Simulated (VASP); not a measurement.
# TiCo2 (I4_1/amd) in VASP: a series of runs

Runs on TiCo2. Level: PBEsol. Tasks: single point.

Program: VASP 6.6.1. These are calculated values, not measurements. Logs are shortened: lines on timing, memory, paths and dates and some standing lists are left out, and cuts for length are marked.

## Step 1: The cell of the first run

The structure is tetragonal, space group I4_1/amd (No. 141). The conventional cell has a = 5.201 Å, b = 5.201 Å, c = 5.200 Å, α = 90.00°, β = 90.00°, γ = 90.00°. Ti (site symmetry -4m2) has 12 Co at 2.34 to 2.98 Å and 4 Ti at 2.91 Å within 3.1 Å. Co (site symmetry 2/m) has 6 Co at 2.25 to 2.60 Å and 6 Ti at 2.34 to 2.98 Å within 3.0 Å.

## Step 2: Single point, PBEsol

INCAR

```
ALGO = Fast
EDIFF = 1E-6
ENCUT = 520
GGA = PS
ISIF = 2
ISMEAR = 0
LASPH = T
LCHARG = F
LREAL = F
LWAVE = F
NBANDS = 39
NELM = 100
PREC = Accurate
SIGMA = 0.15
```

KPOINTS

```
k-points
0
Gamma
  14 14 14
```

POSCAR

```
TiCo2
1.0
    0.0000000000      3.6777280947      2.6001537630
    3.6777280947      0.0000000000      2.6001537630
    3.6777280947      3.6777280947      0.0000000000
Ti Co
2 4
Direct
    0.5000000000      0.5000000000      0.5000000000
    0.7500000000      0.7500000000      0.7500000000
    0.1250000000      0.1250000000      0.1250000000
    0.6250000000      0.1250000000      0.1250000000
    0.1250000000      0.1250000000      0.6250000000
    0.1250000000      0.6250000000      0.1250000000
```

Potentials or basis: VASP PAW PBE potentials, release 64 (Ti_sv, Co).

The run is started by

```
$ cat potpaw_PBE.64/Ti_sv/POTCAR potpaw_PBE.64/Co/POTCAR > POTCAR
$ mpirun -np 1 vasp_std > vasp.out
```

OUTCAR:

```text
EDIFF = 1E-6
   ENCUT = 520
   GGA = PS
   ISIF = 2
   ISMEAR = 0
   LASPH = T
   LREAL = F
   NELM = 100
   PREC = Accurate

 ion  position               nearest neighbor table
   1  0.500  0.500  0.500-   6 2.34   4 2.34   5 2.34   3 2.34   2 2.91   2 2.91   2 2.91   2 2.91
                             6 2.98   4 2.98   5 2.98   5 2.98   3 2.98   4 2.98   6 2.98   3 2.98
   2  0.750  0.750  0.750-   5 2.34   4 2.34   6 2.34   3 2.34   1 2.91   1 2.91   1 2.91   1 2.91
                             6 2.98   4 2.98   3 2.98   4 2.98   5 2.98   3 2.98   5 2.98   6 2.98
   3  0.125  0.125  0.125-   4 2.25   6 2.25   6 2.25   4 2.25   2 2.34   1 2.34   5 2.60   5 2.60
                             1 2.98   2 2.98   1 2.98   2 2.98
   4  0.625  0.125  0.125-   3 2.25   5 2.25   3 2.25   5 2.25   2 2.34   1 2.34   6 2.60   6 2.60
                             2 2.98   1 2.98   2 2.98   1 2.98
   5  0.125  0.125  0.625-   4 2.25   6 2.25   6 2.25   4 2.25   1 2.34   2 2.34   3 2.60   3 2.60
                             1 2.98   2 2.98   1 2.98   2 2.98
   6  0.125  0.625  0.125-   3 2.25   5 2.25   3 2.25   5 2.25   2 2.34   1 2.34   4 2.60   4 2.60
                             2 2.98   1 2.98   2 2.98   1 2.98

  LATTYP: Found a body centered tetragonal cell.
 ALAT       =     5.2010929502
 C/A-ratio  =     0.9998489886

  Lattice vectors:

 A1 = (   0.0000000000,  -3.6777280947,  -2.6001537630)
 A2 = (   0.0000000000,   3.6777280947,  -2.6001537630)
 A3 = (   3.6777280947,   0.0000000000,   2.6001537630)

Analysis of symmetry for initial positions (statically):
=====================================================================
 Subroutine PRICEL returns:
 Original cell was already a primitive cell.

 Routine SETGRP: Setting up the symmetry group for a
 body centered tetragonal supercell.

 Subroutine GETGRP returns: Found 16 space group operations
 (whereof  8 operations were pure point group operations)
 out of a pool of 16 trial point group operations.

The static configuration has the point symmetry D_2d.
 The point group associated with its full space group is D_4h.

Analysis of symmetry for dynamics (positions and initial velocities):
=====================================================================
 Subroutine PRICEL returns:
 Original cell was already a primitive cell.

 Routine SETGRP: Setting up the symmetry group for a
 body centered tetragonal supercell.

 Subroutine GETGRP returns: Found 16 space group operations
 (whereof  8 operations were pure point group operations)
 out of a pool of 16 trial point group operations.

The dynamic configuration has the point symmetry D_2d.
 The point group associated with its full space group is D_4h.

 Subroutine INISYM returns: Found 16 space group operations
 (whereof  8 operations are pure point group operations),
 and found     1 'primitive' translations

----------------------------------------------------------------------------------------

                                     Primitive cell

  volume of cell :      70.3377

  direct lattice vectors                    reciprocal lattice vectors
     0.000000000  3.677728095  2.600153763    -0.135953498  0.135953498  0.192296320
     3.677728095  0.000000000  2.600153763     0.135953498 -0.135953498  0.192296320
     3.677728095  3.677728095  0.000000000     0.135953498  0.135953498 -0.192296320

  length of vectors
     4.504051901  4.504051901  5.201092950     0.271927531  0.271927531  0.271927531

  position of ions in fractional coordinates (direct lattice)
     0.500000000  0.500000000  0.500000000
     0.750000000  0.750000000  0.750000000
     0.125000000  0.125000000  0.125000000
     0.625000000  0.125000000  0.125000000
     0.125000000  0.125000000  0.625000000
     0.125000000  0.625000000  0.125000000

  ion indices of the primitive-cell ions
   primitive index   ion index
                 1           1
                 2           2
                 3           3
                 4           4
                 5           5
                 6           6

----------------------------------------------------------------------------------------

 KPOINTS: k-points

Automatic generation of k-mesh.
 Grid dimensions read from file:
 generate k-points for:   14   14   14

 Generating k-lattice:

  Cartesian coordinates                     Fractional coordinates (reciprocal lattice)
    -0.009710964  0.009710964  0.013735451     0.071428571  0.000000000  0.000000000
     0.009710964 -0.009710964  0.013735451     0.000000000  0.071428571  0.000000000
     0.009710964  0.009710964 -0.013735451     0.000000000  0.000000000  0.071428571

  Length of vectors
     0.019423395  0.019423395  0.019423395

  Shift w.r.t. Gamma in fractional coordinates (k-lattice)
     0.000000000  0.000000000  0.000000000

 Subroutine IBZKPT returns following result:
 ===========================================

 Found    244 irreducible k-points:

 Following reciprocal coordinates:
            Coordinates               Weight
  0.000000  0.000000  0.000000      1.000000
  0.071429  0.000000  0.000000      8.000000
  0.142857  0.000000  0.000000      8.000000
  0.214286 -0.000000  0.000000      8.000000
  0.285714  0.000000  0.000000      8.000000
  0.357143  0.000000  0.000000      8.000000
[... 16 lines left out ...]
  0.214286  0.142857  0.000000      8.000000
  0.285714  0.142857  0.000000      8.000000
 [... further k-points ...]
   k-points           NKPTS =    244   k-points in BZ     NKDIM =    244   number of bands    NBANDS=     39
   number of dos      NEDOS =    301   number of ions     NIONS =      6
   total plane-waves  NPLWV =  51840
   dimension x,y,z NGX =    36 NGY =   36 NGZ =   40
   dimension x,y,z NGXF=    72 NGYF=   72 NGZF=   80
   ions per type =               2   4
   NGX,Y,Z   is equivalent  to a cutoff of  13.29, 13.29, 12.79 a.u.
   NGXF,Y,Z  is equivalent  to a cutoff of  26.58, 26.58, 25.57 a.u.
 SYSTEM =  unknown system
   PREC   = accura    normal or accurate (medium, high low for compatibility)
   ISTART =      0    job   : 0-new  1-cont  2-samecut
   ICHARG =      2    charge: 1-file 2-atom 10-const
   ISPIN  =      1    spin polarized calculation?
   LNONCOLLINEAR =      F non collinear calculations
   LSORBIT =      F    spin-orbit coupling
   LASPH  =      T    aspherical Exc in radial PAW
   ENCUT  =  520.0 eV  38.22 Ry    6.18 a.u.   8.37  8.37  9.67*2*pi/ulx,y,z
   NELM   =    100;   NELMIN=  2; NELMDL= -5     # of ELM steps
   EDIFF  = 0.1E-05   stopping-criterion for ELM
   LREAL  =      F    real-space projection
   EDIFFG = 0.1E-04   stopping-criterion for IOM
   NSW    =      0    number of steps for IOM
   IBRION =     -1    ionic relax: 0-MD 1-quasi-New 2-CG
   NFREE  =      0    steps in history (QN), initial steepest desc. (CG)
   ISIF   =      2    stress and relaxation
   ISYM   =      2    0-nonsym 1-usesym 2-fastsym
   POTIM  = 0.5000    time-step for ionic-motion
   TEBEG  =    0.0;   TEEND  =   0.0 temperature during run
   PSTRESS=    0.0 pullay stress
   NELECT =      60.0000    total number of electrons
   NUPDOWN=      -1.0000    fix difference up-down
   EMIN   =  10.00;   EMAX   =-10.00  energy-range for DOS
   EFERMI =   0.00;   METHOD = LEGACY
   ISMEAR =     0;   SIGMA  =   0.15  broadening in eV -4-tet -1-fermi 0-gaus
   EFERMI_NEDOS =   21; number of points for ismear=-14 and -15
   IALGO  =     68    algorithm
   IMIX   =      4    mixing-type and parameters
     AMIX     =   0.40;   BMIX     =  1.00
     AMIX_MAG =   1.60;   BMIX_MAG =  1.00
  volume/ion in A,a.u.               =      11.72        79.11
  Fermi-wavevector in a.u.,A,eV,Ry     =   1.552610  2.934008 32.798192  2.410599
  Thomas-Fermi vector in A             =   2.656961
   LORBIT       =      0    0 simple, 1 ext, 2 COOP (PROOUT), +10 PAW based schemes
   GGA     = PS    functional components
   LHFCALC =     F    Hartree Fock is set to
   AEXX    =    0.0000 exact exchange contribution
   IVDW    =     0    specifies the selected vdW correction
   LEPSILON=     F    determine dielectric tensor
   LRPA    =     F    only Hartree local field effects (RPA)
 non-spin polarized calculation
 RMM-DIIS sequential band-by-band and
 Gauss-broadening in eV      SIGMA  =   0.15
  energy-cutoff  :      520.00
  volume of cell :       70.34
 maximum number of plane-waves:      1926
 NGX is ok and might be reduce to    36

 number of electron      59.9999992 magnetization

 Free energy of the ion-electron system (eV)
  ---------------------------------------------------
  ext. energy  EPLUGINS =         0.00000000
  ---------------------------------------------------
  free energy    TOTEN  =       -47.55537283 eV

  energy without entropy =      -47.44671522  energy(sigma->0) =      -47.50104402

 E-fermi :  10.7134     XC(G=0): -13.2751

 val. band max:       10.7122514191   @ k =  -0.2143   0.0000   0.1429
 cond. band min:      10.7133970675   @ k =   0.4286   0.2143   0.0714
 fundamental gap:      0.0011456484
 Fermi energy:        10.7133701260

 k-point     1 :       0.0000    0.0000    0.0000
  band No.  band energies     occupation
      1     -46.1858      2.00000
      2     -46.0994      2.00000
      3     -22.6351      2.00000
      4     -22.6303      2.00000
      5     -22.6303      2.00000
      6     -22.5283      2.00000
[... 31 lines left out ...]
     38      12.9180      0.00000
     39      13.9982      0.00000

 k-point     2 :       0.0714    0.0000    0.0000
  band No.  band energies     occupation
      1     -46.1849      2.00000
      2     -46.1003      2.00000
      3     -22.6349      2.00000
      4     -22.6311      2.00000
      5     -22.6296      2.00000
      6     -22.5275      2.00000
[... 31 lines left out ...]
     38      12.9042      0.00000
     39      13.9989      0.00000

 k-point     3 :       0.1429    0.0000    0.0000
  band No.  band energies     occupation
      1     -46.1822      2.00000
      2     -46.1029      2.00000
      3     -22.6354      2.00000
      4     -22.6331      2.00000
      5     -22.6273      2.00000
      6     -22.5240      2.00000
[... 832 lines left out ...]
 k-point    23 :       0.2143    0.1429    0.0000
  band No.  band energies     occupation
      1     -46.1769      2.00000
      2     -46.1080      2.00000
      3     -22.6387      2.00000
      4     -22.6377      2.00000
      5     -22.6140      2.00000
      6     -22.5498      2.00000
[... 31 lines left out ...]
     38      12.5910      0.00000
     39      13.2166      0.00000

 k-point    24 :       0.2857    0.1429    0.0000
  band No.  band energies     occupation
      1     -46.1724      2.00000
      2     -46.1123      2.00000
      3     -22.6457      2.00000
      4     -22.6415      2.00000
      5     -22.6096      2.00000
      6     -22.5467      2.00000
[... 31 lines left out ...]
     38      12.5593      0.00000
     39      13.2962      0.00000

 [... further k-points ...]
[... 5 lines left out ...]
  --------------------------------------------------------------------------------------
  -------------------------------------------------------------------------------------
  Total       -0.9198456     -0.9198456     13.4671059      0.0000000     -0.0000000     -0.0000000
  in kB      -20.9525690    -20.9525690    306.7584929      0.0000000     -0.0000000     -0.0000000
  external PRESSURE =      88.2844516 kB  Pullay stress =       0.0000000 kB

 VOLUME and BASIS-vectors are now :
 -----------------------------------------------------------------------------
  energy-cutoff  :      520.00
  volume of cell :       70.34
      direct lattice vectors                 reciprocal lattice vectors
     0.000000000  3.677728095  2.600153763    -0.135953498  0.135953498  0.192296320
     3.677728095  0.000000000  2.600153763     0.135953498 -0.135953498  0.192296320
     3.677728095  3.677728095  0.000000000     0.135953498  0.135953498 -0.192296320

 POSITION                                       TOTAL-FORCE (eV/Angst)
 -----------------------------------------------------------------------------------
      3.67773      3.67773      2.60015        -0.000000     -0.000000     -0.000000
      5.51659      5.51659      3.90023         0.000000      0.000000     -0.000000
      0.91943      0.91943      0.65004        -0.000000     -0.000000      0.000000
      0.91943      2.75830      1.95012        -0.000000     -0.000000     -0.000000
      2.75830      2.75830      0.65004        -0.000000     -0.000000      0.000000
      2.75830      0.91943      1.95012        -0.000000     -0.000000     -0.000000
 -----------------------------------------------------------------------------------
    total drift:                                0.000000      0.000000      0.000000

  FREE ENERGIE OF THE ION-ELECTRON SYSTEM (eV)
  ---------------------------------------------------
  free  energy   TOTEN  =       -47.5553728310 eV

  energy  without entropy=      -47.4467152172  energy(sigma->0) =      -47.50104402
```

Wall time 24 min (1 thread of Intel Xeon 6975P-C, shared host); peak memory 0.64 GiB.

Results:

```
Free energy            : -47.5554 eV
Pressure               : 8.8 GPa
Band gap on the k mesh : zero (band 30 reaches 10.94 eV, above the bottom of band 31 at 10.54 eV)
```

Caveat: the PAW data sets were made with another functional, which shifts forces and pressure a little. Spin polarisation is off, so any magnetic state and its effect on volume and gap are missing.

## Step 3: Single point, PBEsol

This run uses another cell than the first one, of the same volume but with other edges.

INCAR

```
  ALGO = Fast
  EDIFF = 1E-6
  ENCUT = 520
  GGA = PS
  ISIF = 2
  ISMEAR = 0
  LASPH = T
  LCHARG = F
  LREAL = F
  LWAVE = F
  NBANDS = 39
  NELM = 80
  PREC = Accurate
  SIGMA = 0.15
```

KPOINTS is that of step 2.

POSCAR: that of step 2 with these lines changed.

```diff
@@ -2,5 +2,5 @@
 1.0
-    0.0000000000      3.6777280947      2.6001537630
-    3.6777280947      0.0000000000      2.6001537630
-    3.6777280947      3.6777280947      0.0000000000
+    0.0000000000      2.9190147232      4.1274868186
+    2.9190147232      0.0000000000      4.1274868186
+    2.9190147232      2.9190147232      0.0000000000
 Ti Co
```

Potentials or basis: VASP PAW PBE potentials, release 64 (Ti_sv, Co).

The run is started by

```
$ cat potpaw_PBE.64/Ti_sv/POTCAR potpaw_PBE.64/Co/POTCAR > POTCAR
$ mpirun -np 1 vasp_std > vasp.out
```

Run time: 24 min. Hardware: 1 thread of Intel Xeon 6975P-C, shared host; peak memory 0.63 GiB.

The run converged. Its results:

- Free energy: -46.9761 eV
- Pressure: 13.5 GPa
- Band gap on the k mesh: zero (band 30 reaches 10.91 eV, above the bottom of band 31 at 10.54 eV)

Stress tensor (GPa, compression positive):
```
 28.96   0.00   0.00
  0.00  28.96   0.00
  0.00   0.00 -17.30
```

Levels at points of the mesh, in eV from the Fermi level:
| k point | band 26 | band 27 | band 28 | band 29 | band 30 | band 31 | band 32 | band 33 | band 34 | band 35 |
| --- | --- | --- | --- | --- | --- | --- | --- | --- | --- | --- |
| (0.00, 0.00, 0.00) | -0.41 | -0.41 | -0.23 | -0.13 | 0.02 | 0.02 | 0.26 | 0.53 | 0.53 | 1.03 |
| (0.50, 0.00, 0.00) | -1.04 | -1.01 | -0.12 | -0.08 | 0.06 | 0.17 | 0.45 | 0.52 | 0.76 | 0.87 |
| (0.50, 0.50, 0.00) | -1.56 | -0.13 | -0.13 | 0.01 | 0.01 | 0.09 | 0.09 | 0.43 | 0.43 | 1.78 |
| (0.50, 0.00, 0.50) | -1.93 | -1.21 | -1.21 | -1.09 | -1.09 | 0.00 | 0.00 | 0.80 | 0.80 | 1.52 |

Caveat: the PAW data sets were made with another functional, which shifts forces and pressure a little. Spin polarisation is off, so any magnetic state and its effect on volume and gap are missing.
